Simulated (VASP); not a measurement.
# Ti (Fm-3m) in VASP: further runs

The runs below take Ti through single point, with r2SCAN.

All numbers are computed with VASP 6.6.1; they aren't measurements. Logs are shortened: lines on timing, memory, paths and dates and some standing lists are left out, and cuts for length are marked.

**1. The cell of the first run**

The structure is cubic, space group Fm-3m (No. 225). Conventional cell: a = 3.920 Å, b = 3.920 Å, c = 3.920 Å, α = 90.00°, β = 90.00°, γ = 90.00°. Ti (site symmetry m-3m) has 12 Ti at 2.77 Å within 3.7 Å.

**2. Single point, r2SCAN**

File POSCAR:

```
Ti
1.0
    0.0000000000      1.9599434507      1.9599434507
    1.9599434507      0.0000000000      1.9599434507
    1.9599434507      1.9599434507      0.0000000000
Ti
1
Direct
    0.0000000000      0.0000000000      0.0000000000
```

File INCAR.step1:

```
PREC = Accurate ; ENCUT = 520
ISMEAR = -1 ; SIGMA = 0.15
LREAL = F ; LASPH = T
NELM = 100 ; NBANDS = 12
GGA = PE ; ALGO = Normal
EDIFF = 1E-4 ; LWAVE = T
LCHARG = F
```

File INCAR.step2:

```
PREC = Accurate ; ENCUT = 520
EDIFF = 1E-6 ; ISMEAR = -1
SIGMA = 0.15 ; LREAL = F
LASPH = T ; NELM = 100
ALGO = Normal ; ISIF = 2
LWAVE = F ; LCHARG = F
METAGGA = R2SCAN ; LMIXTAU = T
NBANDS = 12 ; ISTART = 1
```

File KPOINTS:

```
regular mesh
0
Gamma
  12 12 12
```

Potentials or basis: VASP PAW PBE potentials, release 64 (Ti_sv).

Started as:

```bash
$ cat potpaw_PBE.64/Ti_sv/POTCAR > POTCAR
$ cp INCAR.step1 INCAR
$ mpirun -np 1 vasp_std > vasp.out
$ cp INCAR.step2 INCAR
$ mpirun -np 1 vasp_std > vasp.out
```

OUTCAR:

```text
PREC = Accurate
   ENCUT = 520
   EDIFF = 1E-6
   ISMEAR = -1
   LREAL = F
   LASPH = T
   NELM = 100
   ISIF = 2
   METAGGA = R2SCAN
   ISTART = 1

 ion  position               nearest neighbor table
   1  0.000  0.000  0.000-

  LATTYP: Found a face centered cubic cell.
 ALAT       =     3.9198869014

  Lattice vectors:

 A1 = (   0.0000000000,   1.9599434507,   1.9599434507)
 A2 = (   1.9599434507,   0.0000000000,   1.9599434507)
 A3 = (   1.9599434507,   1.9599434507,   0.0000000000)

Analysis of symmetry for initial positions (statically):
=====================================================================
 Subroutine PRICEL returns:
 Original cell was already a primitive cell.

 Routine SETGRP: Setting up the symmetry group for a
 face centered cubic supercell.

 Subroutine GETGRP returns: Found 48 space group operations
 (whereof 48 operations were pure point group operations)
 out of a pool of 48 trial point group operations.

The static configuration has the point symmetry O_h .

Analysis of symmetry for dynamics (positions and initial velocities):
=====================================================================
 Subroutine PRICEL returns:
 Original cell was already a primitive cell.

 Routine SETGRP: Setting up the symmetry group for a
 face centered cubic supercell.

 Subroutine GETGRP returns: Found 48 space group operations
 (whereof 48 operations were pure point group operations)
 out of a pool of 48 trial point group operations.

The dynamic configuration has the point symmetry O_h .

 Subroutine INISYM returns: Found 48 space group operations
 (whereof 48 operations are pure point group operations),
 and found     1 'primitive' translations

----------------------------------------------------------------------------------------

                                     Primitive cell

  volume of cell :      15.0578

  direct lattice vectors                    reciprocal lattice vectors
     0.000000000  1.959943451  1.959943451    -0.255109401  0.255109401  0.255109401
     1.959943451  0.000000000  1.959943451     0.255109401 -0.255109401  0.255109401
     1.959943451  1.959943451  0.000000000     0.255109401  0.255109401 -0.255109401

  length of vectors
     2.771778609  2.771778609  2.771778609     0.441862444  0.441862444  0.441862444

  position of ions in fractional coordinates (direct lattice)
     0.000000000  0.000000000  0.000000000

[... 75 lines left out ...]
   EDIFF  = 0.1E-05   stopping-criterion for ELM
   LREAL  =      F    real-space projection
   EDIFFG = 0.1E-04   stopping-criterion for IOM
   NSW    =      0    number of steps for IOM
   IBRION =     -1    ionic relax: 0-MD 1-quasi-New 2-CG
   NFREE  =      0    steps in history (QN), initial steepest desc. (CG)
   ISIF   =      2    stress and relaxation
   ISYM   =      2    0-nonsym 1-usesym 2-fastsym
   POTIM  = 0.5000    time-step for ionic-motion
   TEBEG  =    0.0;   TEEND  =   0.0 temperature during run
   PSTRESS=    0.0 pullay stress
   NELECT =      12.0000    total number of electrons
   NUPDOWN=      -1.0000    fix difference up-down
   EMIN   =  10.00;   EMAX   =-10.00  energy-range for DOS
   EFERMI =   0.00;   METHOD = LEGACY
   ISMEAR =    -1;   SIGMA  =   0.15  broadening in eV -4-tet -1-fermi 0-gaus
   EFERMI_NEDOS =   21; number of points for ismear=-14 and -15
   IALGO  =     38    algorithm
   IMIX   =      4    mixing-type and parameters
     AMIX     =   0.40;   BMIX     =  1.00
     AMIX_MAG =   1.60;   BMIX_MAG =  1.00
  volume/ion in A,a.u.               =      15.06       101.61
  Fermi-wavevector in a.u.,A,eV,Ry     =   1.517802  2.868229 31.344041  2.303722
  Thomas-Fermi vector in A             =   2.627008
   LORBIT       =      0    0 simple, 1 ext, 2 COOP (PROOUT), +10 PAW based schemes
   METAGGA = R2SCAN    functional components
   LHFCALC =     F    Hartree Fock is set to
   AEXX    =    0.0000 exact exchange contribution
   IVDW    =     0    specifies the selected vdW correction
   LEPSILON=     F    determine dielectric tensor
   LRPA    =     F    only Hartree local field effects (RPA)
 non-spin polarized calculation
  energy-cutoff  :      520.00
  volume of cell :       15.06
 maximum number of plane-waves:       419
 NGX is ok and might be reduce to    24
   NGX = 11   NGY = 11   NGZ = 11

 number of electron      12.0000001 magnetization

 Free energy of the ion-electron system (eV)
  ---------------------------------------------------
  ext. energy  EPLUGINS =         0.00000000
  ---------------------------------------------------
  free energy    TOTEN  =       -12.79162639 eV

  energy without entropy =      -12.69302172  energy(sigma->0) =      -12.74232405

 E-fermi :   9.8707     XC(G=0): -13.1618

 val. band max:        9.8647078273   @ k =   0.2500   0.0833   0.0000
 cond. band min:       9.8811174028   @ k =   0.4167   0.0833   0.0000
 fundamental gap:      0.0164095755
 Fermi energy:         9.8706647187

 k-point     1 :       0.0000    0.0000    0.0000
  band No.  band energies     occupation
      1     -48.9249      2.00000
      2     -23.5204      2.00000
      3     -23.5204      2.00000
      4     -23.5204      2.00000
      5       3.1129      2.00000
      6      10.9571      0.00143
      7      10.9571      0.00143
      8      10.9571      0.00143
      9      13.1115      0.00000
     10      13.1115      0.00000
     11      26.4145      0.00000
     12      32.0666      0.00000
[... 331 lines left out ...]
 k-point    24 :      -0.4167    0.1667    0.0000
  band No.  band energies     occupation
      1     -48.6749      2.00000
      2     -24.5151      2.00000
      3     -23.8556      2.00000
      4     -23.6932      2.00000
      5       7.5652      2.00000
      6       9.4169      1.90738
      7      10.5007      0.02955
      8      11.4659      0.00005
      9      14.0914      0.00000
     10      15.9550      0.00000
     11      20.0999      0.00000
     12      25.6684      0.00000

 [... further k-points ...]
[... 5 lines left out ...]
  --------------------------------------------------------------------------------------
  -------------------------------------------------------------------------------------
  Total        1.9729754      1.9729754      1.9729754      0.0000000     -0.0000000     -0.0000000
  in kB      209.9286132    209.9286132    209.9286132      0.0000000     -0.0000000     -0.0000000
  external PRESSURE =     209.9286132 kB  Pullay stress =       0.0000000 kB

 VOLUME and BASIS-vectors are now :
 -----------------------------------------------------------------------------
  energy-cutoff  :      520.00
  volume of cell :       15.06
      direct lattice vectors                 reciprocal lattice vectors
     0.000000000  1.959943451  1.959943451    -0.255109401  0.255109401  0.255109401
     1.959943451  0.000000000  1.959943451     0.255109401 -0.255109401  0.255109401
     1.959943451  1.959943451  0.000000000     0.255109401  0.255109401 -0.255109401

 POSITION                                       TOTAL-FORCE (eV/Angst)
 -----------------------------------------------------------------------------------
      0.00000      0.00000      0.00000         0.000000      0.000000     -0.000000
 -----------------------------------------------------------------------------------
    total drift:                                0.000000      0.000000     -0.000000

  FREE ENERGIE OF THE ION-ELECTRON SYSTEM (eV)
  ---------------------------------------------------
  free  energy   TOTEN  =       -12.7916263860 eV

  energy  without entropy=      -12.6930217163  energy(sigma->0) =      -12.74232405
```

OUTCAR.step1:

```text
PREC = Accurate
   ENCUT = 520
   ISMEAR = -1
   LREAL = F
   LASPH = T
   NELM = 100
[... 574 lines left out ...]

 POSITION                                       TOTAL-FORCE (eV/Angst)
 -----------------------------------------------------------------------------------
      0.00000      0.00000      0.00000         0.000000      0.000000     -0.000000
 -----------------------------------------------------------------------------------
    total drift:                                0.000000      0.000000     -0.000000

  FREE ENERGIE OF THE ION-ELECTRON SYSTEM (eV)
  ---------------------------------------------------
  free  energy   TOTEN  =        -7.7084139674 eV

  energy  without entropy=       -7.6024912500  energy(sigma->0) =       -7.65545261
```

OSZICAR.step1:

```text
N       E                     dE             d eps       ncg     rms          rms(c)
DAV:   1     0.866809785970E+02    0.86681E+02   -0.65410E+03  1728   0.123E+03
DAV:   2    -0.459372314835E+01   -0.91275E+02   -0.88656E+02  1756   0.297E+02
DAV:   3    -0.837719128456E+01   -0.37835E+01   -0.37490E+01  2276   0.633E+01
DAV:   4    -0.846714043718E+01   -0.89949E-01   -0.89741E-01  1968   0.848E+00
DAV:   5    -0.846914763292E+01   -0.20072E-02   -0.20072E-02  2036   0.116E+00    0.968E+00
DAV:   6    -0.769548045006E+01    0.77367E+00   -0.15706E+00  1876   0.194E+01    0.288E+00
DAV:   7    -0.769130906129E+01    0.41714E-02   -0.10821E-01  2096   0.416E+00    0.146E+00
DAV:   8    -0.770811508908E+01   -0.16806E-01   -0.49029E-02  1784   0.253E+00    0.139E-01
DAV:   9    -0.770831352053E+01   -0.19843E-03   -0.46836E-03  2052   0.697E-01    0.110E-01
DAV:  10    -0.770844273996E+01   -0.12922E-03   -0.36020E-04  1880   0.199E-01    0.263E-02
DAV:  11    -0.770841396743E+01    0.28773E-04   -0.29816E-05  1032   0.698E-02
   1 F= -.77084140E+01 E0= -.76554526E+01  d E =-.105923E+00
```

Run time: 20 s. Hardware: 1 thread of Intel Xeon 6975P-C (Granite Rapids), shared host; peak memory 0.15 GiB.

Results:

| Quantity | Value |
| --- | --- |
| Free energy | -12.7916 eV |
| Pressure | 21.0 GPa |
| Band gap on the k mesh | zero (band 6 reaches 10.96 eV, above the bottom of band 7 at 9.40 eV) |

Levels at points of the mesh, in eV from the Fermi level:
```
           k point  band 2  band 3  band 4  band 5  band 6  band 7  band 8  band 9  band 10  band 11
(0.00, 0.00, 0.00)  -33.39  -33.39  -33.39   -6.76    1.09    1.09    1.09    3.24     3.24    16.54
(0.50, 0.00, 0.00)  -34.49  -33.53  -33.53   -3.06    0.89    0.96    0.96    4.52     4.52    10.26
(0.50, 0.50, 0.00)  -34.41  -33.77  -33.77   -3.24   -2.24    3.59    4.57    4.83     4.83    12.84
```

Caveat: the PAW data sets were made with another functional, which shifts forces and pressure a little.

**3. Single point, r2SCAN**

This run uses another cell than the first one, of 15.48 Å³/atom, 1.028 times its volume.

File POSCAR:

```
Ti
1.0
    0.0000000000      1.9779255878      1.9779255878
    1.9779255878      0.0000000000      1.9779255878
    1.9779255878      1.9779255878      0.0000000000
Ti
1
Direct
    0.0000000000      0.0000000000      0.0000000000
```

File INCAR.step1:

```
ALGO = Normal
EDIFF = 1E-4
ENCUT = 520
GGA = PE
ISMEAR = -1
LASPH = True
LCHARG = False
LREAL = False
LWAVE = True
NBANDS = 12
NELM = 80
PREC = Accurate
SIGMA = 0.15
```

File INCAR.step2:

```
ALGO = Normal
EDIFF = 1E-7
ENCUT = 520
ISIF = 2
ISMEAR = -1
ISTART = 1
LASPH = True
LCHARG = False
LMIXTAU = True
LREAL = False
LWAVE = False
METAGGA = R2SCAN
NBANDS = 12
NELM = 80
PREC = Accurate
SIGMA = 0.15
```

File KPOINTS:

```
k-points
0
Gamma
  12 12 12
```

Potentials or basis: VASP PAW PBE potentials, release 64 (Ti_sv).

Started as:

```bash
$ cat potpaw_PBE.64/Ti_sv/POTCAR > POTCAR
$ cp INCAR.step1 INCAR
$ mpirun -np 1 vasp_std > vasp.out
$ cp INCAR.step2 INCAR
$ mpirun -np 1 vasp_std > vasp.out
```

OUTCAR:

```text
EDIFF = 1E-7
   ENCUT = 520
   ISIF = 2
   ISMEAR = -1
   ISTART = 1
   LASPH = True
   LREAL = False
   METAGGA = R2SCAN
   NELM = 80
   PREC = Accurate

 ion  position               nearest neighbor table
   1  0.000  0.000  0.000-

  LATTYP: Found a face centered cubic cell.
 ALAT       =     3.9558511756

  Lattice vectors:

 A1 = (   0.0000000000,   1.9779255878,   1.9779255878)
 A2 = (   1.9779255878,   0.0000000000,   1.9779255878)
[... 530 lines left out ...]
      3     -24.2449      2.00000
      4     -24.0962      2.00000
      5       7.2854      2.00000
      6       9.0940      1.90467
      7      10.1476      0.03496
      8      11.1147      0.00006
      9      13.6406      0.00000
     10      15.4322      0.00000
     11      19.4411      0.00000
     12      25.0627      0.00000

 [... further k-points ...]
[... 5 lines left out ...]
  --------------------------------------------------------------------------------------
  -------------------------------------------------------------------------------------
  Total        1.5909688      1.5909688      1.5909688      0.0000000      0.0000000      0.0000000
  in kB      164.7071271    164.7071271    164.7071271      0.0000000      0.0000000      0.0000000
  external PRESSURE =     164.7071271 kB  Pullay stress =       0.0000000 kB

 VOLUME and BASIS-vectors are now :
 -----------------------------------------------------------------------------
  energy-cutoff  :      520.00
  volume of cell :       15.48
      direct lattice vectors                 reciprocal lattice vectors
     0.000000000  1.977925588  1.977925588    -0.252790096  0.252790096  0.252790096
     1.977925588  0.000000000  1.977925588     0.252790096 -0.252790096  0.252790096
     1.977925588  1.977925588  0.000000000     0.252790096  0.252790096 -0.252790096

 POSITION                                       TOTAL-FORCE (eV/Angst)
 -----------------------------------------------------------------------------------
      0.00000      0.00000      0.00000        -0.000000      0.000000      0.000000
 -----------------------------------------------------------------------------------
    total drift:                                0.000000      0.000000      0.000000

  FREE ENERGIE OF THE ION-ELECTRON SYSTEM (eV)
  ---------------------------------------------------
  free  energy   TOTEN  =       -12.8408186715 eV

  energy  without entropy=      -12.7391517943  energy(sigma->0) =      -12.78998523
```

OUTCAR.step1:

```text
EDIFF = 1E-4
   ENCUT = 520
   GGA = PE
   ISMEAR = -1
   LASPH = True
[... 575 lines left out ...]

 POSITION                                       TOTAL-FORCE (eV/Angst)
 -----------------------------------------------------------------------------------
      0.00000      0.00000      0.00000        -0.000000     -0.000000      0.000000
 -----------------------------------------------------------------------------------
    total drift:                                0.000000      0.000000      0.000000

  FREE ENERGIE OF THE ION-ELECTRON SYSTEM (eV)
  ---------------------------------------------------
  free  energy   TOTEN  =        -7.7543661691 eV

  energy  without entropy=       -7.6446887018  energy(sigma->0) =       -7.69952744
```

It took 23 s on 1 thread of Intel Xeon 6975P-C (Granite Rapids), shared host; peak memory 0.14 GiB.

Results:

```
Free energy            : -12.8408 eV
Pressure               : 16.5 GPa
Band gap on the k mesh : zero (band 6 reaches 10.62 eV, above the bottom of band 7 at 9.08 eV)
```

Caveat: the PAW data sets were made with another functional, which shifts forces and pressure a little.

**4. Single point, r2SCAN**

This run uses another cell than the first one, of 15.89 Å³/atom, 1.056 times its volume.

File POSCAR:

```
Ti
1.0
    0.0000000000      1.9955865722      1.9955865722
    1.9955865722      0.0000000000      1.9955865722
    1.9955865722      1.9955865722      0.0000000000
Ti
1
Direct
    0.0000000000      0.0000000000      0.0000000000
```

File INCAR.step1:

```
PREC = Accurate
ENCUT = 520
ISMEAR = -1
SIGMA = 0.15
LREAL = F
LASPH = T
NELM = 80
NBANDS = 12
GGA = PE
ALGO = Normal
EDIFF = 1E-4
LWAVE = T
LCHARG = F
```

File INCAR.step2:

```
PREC = Accurate
ENCUT = 520
EDIFF = 1E-7
ISMEAR = -1
SIGMA = 0.15
LREAL = F
LASPH = T
NELM = 80
ALGO = Normal
ISIF = 2
LWAVE = F
LCHARG = F
METAGGA = R2SCAN
LMIXTAU = T
NBANDS = 12
ISTART = 1
```

File KPOINTS:

```
Automatic mesh
0
Gamma
  12 12 12
```

Started as:

```bash
$ cat potpaw_PBE.64/Ti_sv/POTCAR > POTCAR
$ cp INCAR.step1 INCAR
$ mpirun -np 1 vasp_std > vasp.out
$ cp INCAR.step2 INCAR
$ mpirun -np 1 vasp_std > vasp.out
```

It took 26 s on 1 thread of Intel Xeon 6975P-C (Granite Rapids), shared host; peak memory 0.15 GiB.

It converged, with:

* Free energy: -12.8787 eV
* Pressure: 12.4 GPa
* Band gap on the k mesh: zero (band 6 reaches 10.29 eV, above the bottom of band 7 at 8.78 eV)

Levels at points of the mesh, in eV from the Fermi level:
| k point | band 2 | band 3 | band 4 | band 5 | band 6 | band 7 | band 8 | band 9 | band 10 | band 11 |
| --- | --- | --- | --- | --- | --- | --- | --- | --- | --- | --- |
| (0.00, 0.00, 0.00) | -33.57 | -33.57 | -33.57 | -6.67 | 1.06 | 1.06 | 1.06 | 3.07 | 3.07 | 16.25 |
| (0.50, 0.00, 0.00) | -34.49 | -33.68 | -33.68 | -2.92 | 0.70 | 0.96 | 0.96 | 4.25 | 4.25 | 9.59 |
| (0.50, 0.50, 0.00) | -34.43 | -33.88 | -33.88 | -3.01 | -2.05 | 3.26 | 4.31 | 4.53 | 4.53 | 12.12 |

Caveat: the PAW data sets were made with another functional, which shifts forces and pressure a little.

**5. Summary**

```tsv
cell	gap on the mesh (eV)	pressure (GPa)
a = 2.772 Å, angles 60.0°, 1 atom	none	21.0
a = 2.797 Å, angles 60.0°, 1 atom	none	16.5
a = 2.822 Å, angles 60.0°, 1 atom	none	12.4
```

Alike in all rows: task single point; level r2SCAN; potentials or basis VASP PAW PBE potentials, release 64 (Ti_sv); no spin polarisation; k mesh 12 × 12 × 12; cutoff (eV) 520; smearing fermi-dirac 0.15 eV.

Caveats: the PAW data sets were made with another functional, which shifts forces and pressure a little.

Absolute energies hang on the potentials; compare differences alone.
